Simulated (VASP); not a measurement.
# GaAs (F-43m) in VASP: further runs

Runs on GaAs. Level: revPBE+D3(BJ). Tasks: single point.

Everything below comes from runs of VASP 6.6.1. Logs are shortened: lines on timing, memory, paths and dates and some standing lists are left out, and cuts for length are marked.

**1. The cell of the first run**

It takes space group F-43m (No. 216, cubic). The conventional cell has a = 5.616 Å, b = 5.616 Å, c = 5.616 Å, α = 90.00°, β = 90.00°, γ = 90.00°. Within 3.2 Å of As (site symmetry -43m) lie 4 Ga at 2.43 Å. Within 3.2 Å of Ga (site symmetry -43m) lie 4 As at 2.43 Å.

**2. Single point, revPBE+D3(BJ), collinear spin (22.14 Å³/atom)**

Contents of INCAR:

```
SYSTEM = GaAs
PREC = Accurate
ENCUT = 520
EDIFF = 1E-7
ISMEAR = 1
SIGMA = 0.025
LREAL = .FALSE.
LASPH = .TRUE.
NELM = 150
ALGO = Normal
ISIF = 2
LWAVE = .FALSE.
LCHARG = .FALSE.
ISPIN = 2
MAGMOM = 1 0
LORBIT = 11
NUPDOWN = 1.0
GGA = RE
IVDW = 12
NBANDS = 20
```

Contents of KPOINTS:

```
regular mesh
0
G
  8 8 8
  0 0 0
```

Contents of POSCAR:

```
GaAs
1.0
    0.0000000000      2.8078772807      2.8078772807
    2.8078772807      0.0000000000      2.8078772807
    2.8078772807      2.8078772807      0.0000000000
As Ga
1 1
Direct
    0.7500000000      0.7500000000      0.7500000000
    0.0000000000      0.0000000000      0.0000000000
```

Potentials or basis: VASP PAW PBE potentials, release 64 (As, Ga_d).

The run is started by

```
$ cat potpaw_PBE.64/As/POTCAR potpaw_PBE.64/Ga_d/POTCAR > POTCAR
$ mpirun -np 1 vasp_std > vasp.out
```

OUTCAR:

```text
SYSTEM = GaAs
   PREC = Accurate
   ENCUT = 520
   EDIFF = 1E-7
   ISMEAR = 1
   LREAL = .FALSE.
   LASPH = .TRUE.
   NELM = 150
   ISIF = 2
   ISPIN = 2
   LORBIT = 11
   NUPDOWN = 1.0
   GGA = RE
   IVDW = 12
 IVDW          = 12

 ion  position               nearest neighbor table
   1  0.750  0.750  0.750-   2 2.43   2 2.43   2 2.43   2 2.43
   2  0.000  0.000  0.000-   1 2.43   1 2.43   1 2.43   1 2.43

  LATTYP: Found a face centered cubic cell.
 ALAT       =     5.6157545614

  Lattice vectors:

 A1 = (   0.0000000000,   2.8078772807,   2.8078772807)
 A2 = (   2.8078772807,   0.0000000000,   2.8078772807)
 A3 = (   2.8078772807,   2.8078772807,   0.0000000000)

Analysis of symmetry for initial positions (statically):
=====================================================================
 Subroutine PRICEL returns:
 Original cell was already a primitive cell.

 Routine SETGRP: Setting up the symmetry group for a
 face centered cubic supercell.

 Subroutine GETGRP returns: Found 24 space group operations
 (whereof 24 operations were pure point group operations)
 out of a pool of 48 trial point group operations.

The static configuration has the point symmetry T_d .

Analysis of symmetry for dynamics (positions and initial velocities):
=====================================================================
 Subroutine PRICEL returns:
 Original cell was already a primitive cell.

 Routine SETGRP: Setting up the symmetry group for a
 face centered cubic supercell.

 Subroutine GETGRP returns: Found 24 space group operations
 (whereof 24 operations were pure point group operations)
 out of a pool of 48 trial point group operations.

The dynamic configuration has the point symmetry T_d .

Analysis of structural, dynamic, and magnetic symmetry:
=====================================================================
 Subroutine PRICEL returns:
 Original cell was already a primitive cell.

 Routine SETGRP: Setting up the symmetry group for a
 face centered cubic supercell.

 Subroutine GETGRP returns: Found 24 space group operations
 (whereof 24 operations were pure point group operations)
 out of a pool of 48 trial point group operations.

The overall configuration has the point symmetry T_d .

 Subroutine INISYM returns: Found 24 space group operations
 (whereof 24 operations are pure point group operations),
 and found     1 'primitive' translations

----------------------------------------------------------------------------------------

                                     Primitive cell

  volume of cell :      44.2756

  direct lattice vectors                    reciprocal lattice vectors
     0.000000000  2.807877281  2.807877281    -0.178070460  0.178070460  0.178070460
     2.807877281  0.000000000  2.807877281     0.178070460 -0.178070460  0.178070460
     2.807877281  2.807877281  0.000000000     0.178070460  0.178070460 -0.178070460

  length of vectors
     3.970938132  3.970938132  3.970938132     0.308427085  0.308427085  0.308427085

  position of ions in fractional coordinates (direct lattice)
     0.750000000  0.750000000  0.750000000
     0.000000000  0.000000000  0.000000000

  ion indices of the primitive-cell ions
   primitive index   ion index
                 1           1
                 2           2

----------------------------------------------------------------------------------------

 KPOINTS: regular mesh

Automatic generation of k-mesh.
 Grid dimensions read from file:
 generate k-points for:    8    8    8

 Generating k-lattice:

  Cartesian coordinates                     Fractional coordinates (reciprocal lattice)
    -0.022258808  0.022258808  0.022258808     0.125000000  0.000000000  0.000000000
     0.022258808 -0.022258808  0.022258808     0.000000000  0.125000000  0.000000000
     0.022258808  0.022258808 -0.022258808     0.000000000  0.000000000  0.125000000

  Length of vectors
     0.038553386  0.038553386  0.038553386

  Shift w.r.t. Gamma in fractional coordinates (k-lattice)
     0.000000000  0.000000000  0.000000000

 Subroutine IBZKPT returns following result:
 ===========================================

 Found     29 irreducible k-points:

 Following reciprocal coordinates:
            Coordinates               Weight
  0.000000  0.000000  0.000000      1.000000
  0.125000  0.000000  0.000000      8.000000
  0.250000  0.000000  0.000000      8.000000
  0.375000  0.000000  0.000000      8.000000
  0.500000  0.000000  0.000000      4.000000
  0.125000  0.125000  0.000000      6.000000
[... 16 lines left out ...]
  0.500000  0.250000  0.125000     48.000000
 -0.375000  0.250000  0.125000     24.000000
 [... further k-points ...]
   k-points           NKPTS =     29   k-points in BZ     NKDIM =     29   number of bands    NBANDS=     20
   number of dos      NEDOS =    301   number of ions     NIONS =      2
   total plane-waves  NPLWV =  27000
   dimension x,y,z NGX =    30 NGY =   30 NGZ =   30
   dimension x,y,z NGXF=    60 NGYF=   60 NGZF=   60
   ions per type =               1   1
   NGX,Y,Z   is equivalent  to a cutoff of  12.56, 12.56, 12.56 a.u.
   NGXF,Y,Z  is equivalent  to a cutoff of  25.12, 25.12, 25.12 a.u.
 SYSTEM =  GaAs
   PREC   = accura    normal or accurate (medium, high low for compatibility)
   ISTART =      0    job   : 0-new  1-cont  2-samecut
   ICHARG =      2    charge: 1-file 2-atom 10-const
   ISPIN  =      2    spin polarized calculation?
   LNONCOLLINEAR =      F non collinear calculations
   LSORBIT =      F    spin-orbit coupling
   LASPH  =      T    aspherical Exc in radial PAW
   ENCUT  =  520.0 eV  38.22 Ry    6.18 a.u.   7.38  7.38  7.38*2*pi/ulx,y,z
   NELM   =    150;   NELMIN=  2; NELMDL= -5     # of ELM steps
   EDIFF  = 0.1E-06   stopping-criterion for ELM
   LREAL  =      F    real-space projection
   EDIFFG = 0.1E-05   stopping-criterion for IOM
   NSW    =      0    number of steps for IOM
   IBRION =     -1    ionic relax: 0-MD 1-quasi-New 2-CG
   NFREE  =      0    steps in history (QN), initial steepest desc. (CG)
   ISIF   =      2    stress and relaxation
   ISYM   =      2    0-nonsym 1-usesym 2-fastsym
   POTIM  = 0.5000    time-step for ionic-motion
   TEBEG  =    0.0;   TEEND  =   0.0 temperature during run
   PSTRESS=    0.0 pullay stress
   NELECT =      18.0000    total number of electrons
   NUPDOWN=       1.0000    fix difference up-down
   EMIN   =  10.00;   EMAX   =-10.00  energy-range for DOS
   EFERMI =   0.00;   METHOD = LEGACY
   ISMEAR =     1;   SIGMA  =   0.03  broadening in eV -4-tet -1-fermi 0-gaus
   EFERMI_NEDOS =   21; number of points for ismear=-14 and -15
   IALGO  =     38    algorithm
   IMIX   =      4    mixing-type and parameters
     AMIX     =   0.40;   BMIX     =  1.00
     AMIX_MAG =   1.60;   BMIX_MAG =  1.00
  volume/ion in A,a.u.               =      22.14       149.39
  Fermi-wavevector in a.u.,A,eV,Ry     =   1.212767  2.291798 20.011517  1.470805
  Thomas-Fermi vector in A             =   2.348241
   LORBIT       =     11    0 simple, 1 ext, 2 COOP (PROOUT), +10 PAW based schemes
   GGA     = RE    functional components
   LHFCALC =     F    Hartree Fock is set to
   AEXX    =    0.0000 exact exchange contribution
   IVDW    =    12    specifies the selected vdW correction
   LEPSILON=     F    determine dielectric tensor
   LRPA    =     F    only Hartree local field effects (RPA)
 spin polarized calculation
 Methfessel and Paxton  Order N= 1 SIGMA  =   0.03
  energy-cutoff  :      520.00
  volume of cell :       44.28
 maximum number of plane-waves:      1243
 NGX is ok and might be reduce to    30
   NGX = 15   NGY = 15   NGZ = 15

 number of electron      18.0000010 magnetization       1.0000000

 Free energy of the ion-electron system (eV)
  ---------------------------------------------------
  ext. energy  EPLUGINS =         0.00000000
  ---------------------------------------------------
  free energy    TOTEN  =        -6.17306733 eV

  energy without entropy =       -6.17273265  energy(sigma->0) =       -6.17295577

 E-fermi :   2.8231     XC(G=0):  -9.6590

 val. band max:        6.2840135602   @ k =  -0.1250   0.1250   0.0000
 cond. band min:       2.8319326035   @ k =   0.3750   0.1250   0.0000
 fundamental gap:     -3.4520809567
 Fermi energy:         6.3116887309

 spin component 1

 k-point     1 :       0.0000    0.0000    0.0000
  band No.  band energies     occupation
      1     -10.6407      1.00000
      2     -10.6407      1.00000
      3     -10.6407      1.00000
      4     -10.5451      1.00000
      5     -10.5451      1.00000
      6      -9.0681      1.00000
[... 12 lines left out ...]
     19      15.4977      0.00000
     20      18.3889      0.00000

 k-point     2 :       0.1250    0.0000    0.0000
  band No.  band energies     occupation
      1     -10.6607      1.00000
      2     -10.6367      1.00000
      3     -10.6367      1.00000
      4     -10.5453      1.00000
      5     -10.5453      1.00000
      6      -8.8766      1.00000
[... 12 lines left out ...]
     19      17.0796      0.00000
     20      19.8652      0.00000

 k-point     3 :       0.2500    0.0000    0.0000
  band No.  band energies     occupation
      1     -10.7016      1.00000
      2     -10.6278      1.00000
      3     -10.6278      1.00000
      4     -10.5449      1.00000
      5     -10.5449      1.00000
      6      -8.3484      1.00000
[... 12 lines left out ...]
     19      19.7012      0.00000
     20      22.5505      0.00000

 k-point     4 :       0.3750    0.0000    0.0000
  band No.  band energies     occupation
      1     -10.7356      1.00000
      2     -10.6206      1.00000
      3     -10.6206      1.00000
      4     -10.5429      1.00000
      5     -10.5429      1.00000
      6      -7.6472      1.00000
[... 429 lines left out ...]
 k-point    23 :       0.5000    0.2500    0.1250
  band No.  band energies     occupation
      1     -10.7498      1.00000
      2     -10.6129      1.00000
      3     -10.6066      1.00000
      4     -10.5534      1.00000
      5     -10.5401      1.00000
      6      -7.2640      1.00000
[... 12 lines left out ...]
     19      20.0445      0.00000
     20      22.1771      0.00000

 k-point    24 :      -0.3750    0.2500    0.1250
  band No.  band energies     occupation
      1     -10.7576      1.00000
      2     -10.6119      1.00000
      3     -10.6037      1.00000
      4     -10.5508      1.00000
      5     -10.5416      1.00000
      6      -6.9047      1.00000
[... 12 lines left out ...]
     19      21.0246      0.00000
     20      22.2883      0.00000

 [... further k-points ...]

 spin component 2

 k-point     1 :       0.0000    0.0000    0.0000
  band No.  band energies     occupation
      1     -10.5653      1.00000
      2     -10.5653      1.00000
      3     -10.5653      1.00000
      4     -10.4815      1.00000
      5     -10.4815      1.00000
      6      -8.5650      1.00000
[... 12 lines left out ...]
     19      16.0866      0.00000
     20      19.2386      0.00000

 k-point     2 :       0.1250    0.0000    0.0000
  band No.  band energies     occupation
      1     -10.5805      1.00000
      2     -10.5616      1.00000
      3     -10.5616      1.00000
      4     -10.4817      1.00000
      5     -10.4817      1.00000
      6      -8.3786      1.00000
[... 12 lines left out ...]
     19      17.6354      0.00000
     20      20.6543      0.00000

 k-point     3 :       0.2500    0.0000    0.0000
  band No.  band energies     occupation
      1     -10.6133      1.00000
      2     -10.5535      1.00000
      3     -10.5534      1.00000
      4     -10.4811      1.00000
      5     -10.4811      1.00000
      6      -7.8595      1.00000
[... 12 lines left out ...]
     19      20.2458      0.00000
     20      23.2166      0.00000

 k-point     4 :       0.3750    0.0000    0.0000
  band No.  band energies     occupation
      1     -10.6422      1.00000
      2     -10.5470      1.00000
      3     -10.5470      1.00000
      4     -10.4790      1.00000
      5     -10.4790      1.00000
      6      -7.1665      1.00000
[... 429 lines left out ...]
 k-point    23 :       0.5000    0.2500    0.1250
  band No.  band energies     occupation
      1     -10.6557      1.00000
      2     -10.5397      1.00000
      3     -10.5338      1.00000
      4     -10.4885      1.00000
      5     -10.4765      1.00000
      6      -6.7837      1.00000
[... 12 lines left out ...]
     19      20.5718      0.00000
     20      22.7272      0.00000

 k-point    24 :      -0.3750    0.2500    0.1250
  band No.  band energies     occupation
      1     -10.6625      1.00000
      2     -10.5388      1.00000
      3     -10.5312      1.00000
      4     -10.4860      1.00000
      5     -10.4778      1.00000
      6      -6.4273      1.00000
[... 12 lines left out ...]
     19      21.5402      0.00000
     20      22.8774      0.00000

 [... further k-points ...]

------------------------ aborting loop because EDIFF is reached ----------------------------------------

 Edisp (eV)   -1.27266

 E8    (eV) :    -0.9012

  FORCE on cell =-STRESS in cart. coord.  units (eV):
  Direction    XX          YY          ZZ          XY          YZ          ZX
  --------------------------------------------------------------------------------------
  -------------------------------------------------------------------------------------
  Total       1.87041     1.87041     1.87041     0.00000     0.00000     0.00000
  in kB      67.68351    67.68351    67.68351     0.00000     0.00000     0.00000
  external pressure =       67.68 kB  Pullay stress =        0.00 kB

 VOLUME and BASIS-vectors are now :
 -----------------------------------------------------------------------------
  energy-cutoff  :      520.00
  volume of cell :       44.28
      direct lattice vectors                 reciprocal lattice vectors
     0.000000000  2.807877281  2.807877281    -0.178070460  0.178070460  0.178070460
     2.807877281  0.000000000  2.807877281     0.178070460 -0.178070460  0.178070460
     2.807877281  2.807877281  0.000000000     0.178070460  0.178070460 -0.178070460

 POSITION                                       TOTAL-FORCE (eV/Angst)
 -----------------------------------------------------------------------------------
      4.21182      4.21182      4.21182         0.000000     -0.000000     -0.000000
      0.00000      0.00000      0.00000        -0.000000      0.000000      0.000000
 -----------------------------------------------------------------------------------
    total drift:                               -0.000001     -0.000001     -0.000001

  FREE ENERGIE OF THE ION-ELECTRON SYSTEM (eV)
  ---------------------------------------------------
  free  energy   TOTEN  =        -7.4457258155 eV

  energy  without entropy=       -7.4453911329  energy(sigma->0) =       -7.44561425

 total charge

# of ion       s       p       d       tot
------------------------------------------
    1        1.254   1.512   0.047   2.813
    2        0.958   0.777   9.996  11.731
--------------------------------------------------
tot          2.212   2.289  10.043  14.544

 magnetization (x)

# of ion       s       p       d       tot
------------------------------------------
    1        0.045   0.248   0.020   0.313
    2        0.087   0.121   0.032   0.240
--------------------------------------------------
tot          0.132   0.369   0.052   0.553
```

It took 25 s on 1 thread of Intel Xeon 6975P-C (Granite Rapids), shared host; peak memory 0.21 GiB.

What came out:

```
Free energy                                           : -7.4457 eV
Pressure                                              : 6.8 GPa
Net moment                                            : 1.00 μB per cell
Site moments                                          : As +0.31; Ga +0.24 μB
Valence electrons inside the program's atomic spheres : As 2.81; Ga 11.73
Dispersion energy per atom                            : -0.636 eV
```

Caveat: the cell stands under pressure; the PAW data sets were made with another functional, which shifts forces and pressure a little; the total moment is fixed, so each spin has its own Fermi level.

**3. Single point, revPBE+D3(BJ), collinear spin (22.59 Å³/atom)**

This run uses another cell than the first one, of 22.59 Å³/atom.

INCAR: that of step 2 with these lines changed.

```diff
@@ -3,3 +3,3 @@
 ENCUT = 520
-EDIFF = 1E-7
+EDIFF = 1E-6
 ISMEAR = 1
```

Contents of KPOINTS:

```
Automatic mesh
0
G
  8 8 8
  0 0 0
```

Contents of POSCAR:

```
GaAs
1.0
    0.0000000000      2.8268500000      2.8268500000
    2.8268500000      0.0000000000      2.8268500000
    2.8268500000      2.8268500000      0.0000000000
As Ga
1 1
Direct
    0.7500000000      0.7500000000      0.7500000000
    0.0000000000      0.0000000000      0.0000000000
```

Potentials or basis: VASP PAW PBE potentials, release 64 (As, Ga_d).

The run is started by

```
$ cat potpaw_PBE.64/As/POTCAR potpaw_PBE.64/Ga_d/POTCAR > POTCAR
$ mpirun -np 1 vasp_std > vasp.out
```

Run time: 24 s. Hardware: 1 thread of Intel Xeon 6975P-C (Granite Rapids), shared host; peak memory 0.21 GiB.

It converged, with:

| Quantity | Value |
| --- | --- |
| Free energy | -7.4801 eV |
| Pressure | 5.3 GPa |
| Net moment | 1.00 μB per cell |
| Site moments | As +0.32; Ga +0.24 μB |
| Valence electrons inside the program's atomic spheres | As 2.80; Ga 11.71 |
| Dispersion energy per atom | -0.622 eV |

Caveat: the cell stands under pressure; the PAW data sets were made with another functional, which shifts forces and pressure a little; the total moment is fixed, so each spin has its own Fermi level.

(Part 1 of 2 ends here.)
